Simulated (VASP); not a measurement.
# As (P6/mmm) in VASP: a series of runs, part 2 of 2

VASP 6.6.1. Earlier steps stand in the parts before.

## Step 4: Single point, PBEsol (volume scaled by 0.92)

File INCAR:

```
SYSTEM = As
PREC     = Accurate       ! precision mode
ENCUT    = 520            ! plane-wave cutoff, eV
EDIFF    = 1E-6           ! SCF threshold, eV
ISMEAR   = -1             ! smearing method
SIGMA    = 0.1            ! smearing width, eV
LREAL    = .FALSE.        ! projectors in reciprocal space
LASPH    = .TRUE.         ! aspherical terms in the spheres
NELM     = 100            ! most SCF steps
ALGO     = Normal         ! electronic algorithm
ISIF     = 2              ! what is computed and relaxed
LWAVE    = .FALSE.        ! write WAVECAR
LCHARG   = .FALSE.        ! write CHGCAR
GGA      = PS             ! functional
NBANDS   = 14             ! bands
```

File KPOINTS:

```
regular mesh
0
G
  9 9 13
  0 0 0
```

File POSCAR:

```
As
1.0
    4.6463883783      0.0000000000      0.0000000000
   -2.3231941891      4.0238903714      0.0000000000
    0.0000000000      0.0000000000      2.7057728004
As
3
Direct
    1.0000000000      0.0000000000      0.0000000000
    0.3333333333      0.6666666667      0.5000000000
    0.6666666667      0.3333333333      0.5000000000
```

Potentials or basis: VASP PAW PBE potentials, release 64 (As).

Launch:

```sh
> cat potpaw_PBE.64/As/POTCAR > POTCAR
> mpirun -np 1 vasp_std > vasp.out
```

OUTCAR:

```text
SYSTEM = As
   PREC = Accurate
   ENCUT = 520
   EDIFF = 1E-6
   ISMEAR = -1
   LREAL = .FALSE.
   LASPH = .TRUE.
   NELM = 100
   ISIF = 2
   GGA = PS

 ion  position               nearest neighbor table
   1  0.000  0.000  0.000-
   2  0.333  0.667  0.500-   3 2.68   3 2.68   3 2.68
   3  0.667  0.333  0.500-   2 2.68   2 2.68   2 2.68

  LATTYP: Found a hexagonal cell.
 ALAT       =     4.6463883783
 C/A-ratio  =     0.5823389222

  Lattice vectors:

 A1 = (   4.6463883783,   0.0000000000,   0.0000000000)
 A2 = (  -2.3231941891,   4.0238903714,   0.0000000000)
 A3 = (   0.0000000000,   0.0000000000,   2.7057728004)

Analysis of symmetry for initial positions (statically):
=====================================================================
 Subroutine PRICEL returns:
 Original cell was already a primitive cell.

 Routine SETGRP: Setting up the symmetry group for a
 hexagonal supercell.

 Subroutine GETGRP returns: Found 24 space group operations
 (whereof 24 operations were pure point group operations)
 out of a pool of 24 trial point group operations.

The static configuration has the point symmetry D_6h.

Analysis of symmetry for dynamics (positions and initial velocities):
=====================================================================
 Subroutine PRICEL returns:
 Original cell was already a primitive cell.

 Routine SETGRP: Setting up the symmetry group for a
 hexagonal supercell.

 Subroutine GETGRP returns: Found 24 space group operations
 (whereof 24 operations were pure point group operations)
 out of a pool of 24 trial point group operations.

The dynamic configuration has the point symmetry D_6h.

 Subroutine INISYM returns: Found 24 space group operations
 (whereof 24 operations are pure point group operations),
 and found     1 'primitive' translations

----------------------------------------------------------------------------------------

                                     Primitive cell

  volume of cell :      50.5886

  direct lattice vectors                    reciprocal lattice vectors
     4.646388378  0.000000000  0.000000000     0.215220924  0.124257858  0.000000000
    -2.323194189  4.023890371  0.000000000     0.000000000  0.248515717  0.000000000
     0.000000000  0.000000000  2.705772800     0.000000000  0.000000000  0.369580181

  length of vectors
     4.646388378  4.646388378  2.705772800     0.248515717  0.248515717  0.369580181

  position of ions in fractional coordinates (direct lattice)
     0.000000000  0.000000000  0.000000000
     0.333333333  0.666666667  0.500000000
     0.666666667  0.333333333  0.500000000

  ion indices of the primitive-cell ions
   primitive index   ion index
                 1           1
                 2           2
                 3           3

----------------------------------------------------------------------------------------

 KPOINTS: regular mesh

Automatic generation of k-mesh.
 Grid dimensions read from file:
 generate k-points for:    9    9   13

 Generating k-lattice:

  Cartesian coordinates                     Fractional coordinates (reciprocal lattice)
     0.023913436  0.013806429  0.000000000     0.111111111 -0.000000000  0.000000000
     0.000000000  0.027612857  0.000000000     0.000000000  0.111111111  0.000000000
     0.000000000  0.000000000  0.028429245     0.000000000  0.000000000  0.076923077

  Length of vectors
     0.027612857  0.027612857  0.028429245

  Shift w.r.t. Gamma in fractional coordinates (k-lattice)
     0.000000000  0.000000000  0.000000000

 Subroutine IBZKPT returns following result:
 ===========================================

 Found     84 irreducible k-points:

 Following reciprocal coordinates:
            Coordinates               Weight
  0.000000  0.000000  0.000000      1.000000
  0.111111 -0.000000  0.000000      6.000000
  0.222222  0.000000  0.000000      6.000000
  0.333333  0.000000  0.000000      6.000000
  0.444444  0.000000  0.000000      6.000000
  0.111111  0.111111  0.000000      6.000000
[... 16 lines left out ...]
  0.333333  0.222222  0.076923     24.000000
  0.333333  0.333333  0.076923      4.000000
 [... further k-points ...]
   k-points           NKPTS =     84   k-points in BZ     NKDIM =     84   number of bands    NBANDS=     14
   number of dos      NEDOS =    301   number of ions     NIONS =      3
   total plane-waves  NPLWV =  25920
   dimension x,y,z NGX =    36 NGY =   36 NGZ =   20
   dimension x,y,z NGXF=    72 NGYF=   72 NGZF=   40
   ions per type =               3
   NGX,Y,Z   is equivalent  to a cutoff of  12.88, 12.88, 12.29 a.u.
   NGXF,Y,Z  is equivalent  to a cutoff of  25.76, 25.76, 24.58 a.u.
 SYSTEM =  As
   PREC   = accura    normal or accurate (medium, high low for compatibility)
   ISTART =      0    job   : 0-new  1-cont  2-samecut
   ICHARG =      2    charge: 1-file 2-atom 10-const
   ISPIN  =      1    spin polarized calculation?
   LNONCOLLINEAR =      F non collinear calculations
   LSORBIT =      F    spin-orbit coupling
   LASPH  =      T    aspherical Exc in radial PAW
   ENCUT  =  520.0 eV  38.22 Ry    6.18 a.u.   8.64  8.64  5.03*2*pi/ulx,y,z
   NELM   =    100;   NELMIN=  2; NELMDL= -5     # of ELM steps
   EDIFF  = 0.1E-05   stopping-criterion for ELM
   LREAL  =      F    real-space projection
   EDIFFG = 0.1E-04   stopping-criterion for IOM
   NSW    =      0    number of steps for IOM
   IBRION =     -1    ionic relax: 0-MD 1-quasi-New 2-CG
   NFREE  =      0    steps in history (QN), initial steepest desc. (CG)
   ISIF   =      2    stress and relaxation
   ISYM   =      2    0-nonsym 1-usesym 2-fastsym
   POTIM  = 0.5000    time-step for ionic-motion
   TEBEG  =    0.0;   TEEND  =   0.0 temperature during run
   PSTRESS=    0.0 pullay stress
   NELECT =      15.0000    total number of electrons
   NUPDOWN=      -1.0000    fix difference up-down
   EMIN   =  10.00;   EMAX   =-10.00  energy-range for DOS
   EFERMI =   0.00;   METHOD = LEGACY
   ISMEAR =    -1;   SIGMA  =   0.10  broadening in eV -4-tet -1-fermi 0-gaus
   EFERMI_NEDOS =   21; number of points for ismear=-14 and -15
   IALGO  =     38    algorithm
   IMIX   =      4    mixing-type and parameters
     AMIX     =   0.40;   BMIX     =  1.00
     AMIX_MAG =   1.60;   BMIX_MAG =  1.00
  volume/ion in A,a.u.               =      16.86       113.80
  Fermi-wavevector in a.u.,A,eV,Ry     =   1.091660  2.062939 16.214371  1.191723
  Thomas-Fermi vector in A             =   2.227910
   LORBIT       =      0    0 simple, 1 ext, 2 COOP (PROOUT), +10 PAW based schemes
   GGA     = PS    functional components
   LHFCALC =     F    Hartree Fock is set to
   AEXX    =    0.0000 exact exchange contribution
   IVDW    =     0    specifies the selected vdW correction
   LEPSILON=     F    determine dielectric tensor
   LRPA    =     F    only Hartree local field effects (RPA)
 non-spin polarized calculation
  energy-cutoff  :      520.00
  volume of cell :       50.59
 maximum number of plane-waves:      1396
 NGX is ok and might be reduce to    36
   NGX = 17   NGY = 17   NGZ = 11

 number of electron      15.0000003 magnetization

 Free energy of the ion-electron system (eV)
  ---------------------------------------------------
  ext. energy  EPLUGINS =         0.00000000
  ---------------------------------------------------
  free energy    TOTEN  =       -14.05664506 eV

  energy without entropy =      -14.00724638  energy(sigma->0) =      -14.03194572

 E-fermi :   7.8278     XC(G=0): -11.3924

 val. band max:        7.8267764145   @ k =   0.3333   0.0000   0.4615
 cond. band min:       7.8494330337   @ k =   0.2222   0.1111   0.2308
 fundamental gap:      0.0226566193
 Fermi energy:         7.8278468971

 k-point     1 :       0.0000    0.0000    0.0000
  band No.  band energies     occupation
      1      -8.4836      2.00000
      2      -2.0547      2.00000
      3      -1.8922      2.00000
      4       2.3969      2.00000
      5       2.3969      2.00000
      6       2.6929      2.00000
      7       2.6929      2.00000
      8      10.6191      0.00000
      9      14.4148      0.00000
     10      14.4148      0.00000
     11      15.1610      0.00000
     12      15.5117      0.00000
     13      15.5438      0.00000
     14      20.9430      0.00000
[... 377 lines left out ...]
      1      -5.5102      2.00000
      2      -5.5102      2.00000
      3      -5.3680      2.00000
      4       3.8767      2.00000
      5       4.3168      2.00000
      6       4.3168      2.00000
      7      10.6160      0.00000
      8      10.6160      0.00000
      9      11.6420      0.00000
     10      11.9127      0.00000
     11      12.3481      0.00000
     12      12.3481      0.00000
     13      16.3010      0.00000
     14      16.4265      0.00000

 [... further k-points ...]
[... 5 lines left out ...]
  --------------------------------------------------------------------------------------
  -------------------------------------------------------------------------------------
  Total        2.5607971      2.5607971      4.2538681      0.0000000      0.0000000      0.0000000
  in kB       81.1022271     81.1022271    134.7229635      0.0000000      0.0000000      0.0000000
  external PRESSURE =      98.9758059 kB  Pullay stress =       0.0000000 kB

 VOLUME and BASIS-vectors are now :
 -----------------------------------------------------------------------------
  energy-cutoff  :      520.00
  volume of cell :       50.59
      direct lattice vectors                 reciprocal lattice vectors
     4.646388378  0.000000000  0.000000000     0.215220924  0.124257858  0.000000000
    -2.323194189  4.023890371  0.000000000     0.000000000  0.248515717  0.000000000
     0.000000000  0.000000000  2.705772800     0.000000000  0.000000000  0.369580181

 POSITION                                       TOTAL-FORCE (eV/Angst)
 -----------------------------------------------------------------------------------
      0.00000      0.00000      0.00000         0.000000      0.000000     -0.000000
     -0.00000      2.68259      1.35289         0.000000      0.000000      0.000000
      2.32319      1.34130      1.35289        -0.000000      0.000000     -0.000000
 -----------------------------------------------------------------------------------
    total drift:                               -0.000000      0.000000     -0.000000

  FREE ENERGIE OF THE ION-ELECTRON SYSTEM (eV)
  ---------------------------------------------------
  free  energy   TOTEN  =       -14.0566450571 eV

  energy  without entropy=      -14.0072463831  energy(sigma->0) =      -14.03194572
```

Wall time 13 s (1 thread of Intel Xeon 6975P-C (Granite Rapids), shared host); peak memory 0.19 GiB.

What came out:

| Item | Value |
| --- | --- |
| Free energy | -14.0566 eV |
| Pressure | 9.9 GPa |

Caveat: the PAW data sets were made with another functional, which shifts forces and pressure a little.

## Step 5: Single point, PBEsol (volume scaled by 0.96)

File INCAR:

```
SYSTEM = As
PREC = Accurate ; ENCUT = 520
EDIFF = 1E-6 ; ISMEAR = -1
SIGMA = 0.1 ; LREAL = .False.
LASPH = .True. ; NELM = 100
ALGO = Normal ; ISIF = 2
LWAVE = .False. ; LCHARG = .False.
GGA = PS ; NBANDS = 14
```

File KPOINTS:

```
regular mesh
0
Gamma
  9 9 13
  0 0 0
```

File POSCAR:

```
As
1.0
    4.7127743242      0.0000000000      0.0000000000
   -2.3563871621      4.0813822871      0.0000000000
    0.0000000000      0.0000000000      2.7444319206
As
3
Direct
    1.0000000000      0.0000000000      0.0000000000
    0.3333333333      0.6666666667      0.5000000000
    0.6666666667      0.3333333333      0.5000000000
```

Launch:

```sh
> cat potpaw_PBE.64/As/POTCAR > POTCAR
> mpirun -np 1 vasp_std > vasp.out
```

Wall time 13 s (1 thread of Intel Xeon 6975P-C (Granite Rapids), shared host); peak memory 0.19 GiB.

It converged, with:

| Property | Result |
| --- | --- |
| Free energy | -14.1558 eV |
| Pressure | 4.7 GPa |

Stress tensor (GPa, compression positive):
```
3.31 0.00 0.00
0.00 3.31 0.00
0.00 0.00 7.56
```

Levels at points of the mesh, in eV from the Fermi level:
```
           k point  band 4  band 5  band 6  band 7  band 8  band 9  band 10  band 11  band 12  band 13
(0.00, 0.00, 0.00)   -5.15   -5.15   -4.86   -4.86    2.70    6.24     6.24     7.28     7.29     7.31
```

Caveat: the PAW data sets were made with another functional, which shifts forces and pressure a little.

## Step 6: The runs side by side

| cell | k mesh | gap on the mesh (eV) | pressure (GPa) |
| --- | --- | --- | --- |
| a = 4.777, b = 4.777, c = 2.782 Å, angles 90.0, 90.0, 120.0°, 3 atoms | 8 × 8 × 11 | none | 0.2 |
| a = 4.578, b = 4.578, c = 2.666 Å, angles 90.0, 90.0, 120.0°, 3 atoms | 9 × 9 × 13 | none | 16.3 |
| a = 4.646, b = 4.646, c = 2.706 Å, angles 90.0, 90.0, 120.0°, 3 atoms | 9 × 9 × 13 | none | 9.9 |
| a = 4.713, b = 4.713, c = 2.744 Å, angles 90.0, 90.0, 120.0°, 3 atoms | 9 × 9 × 13 | none | 4.7 |

Alike in all rows: task single point; level PBEsol; potentials or basis VASP PAW PBE potentials, release 64 (As); no spin polarisation; cutoff (eV) 520; smearing fermi-dirac 0.1 eV.

Caveats: the PAW data sets were made with another functional, which shifts forces and pressure a little.

Absolute energies hang on the potentials; compare differences alone.
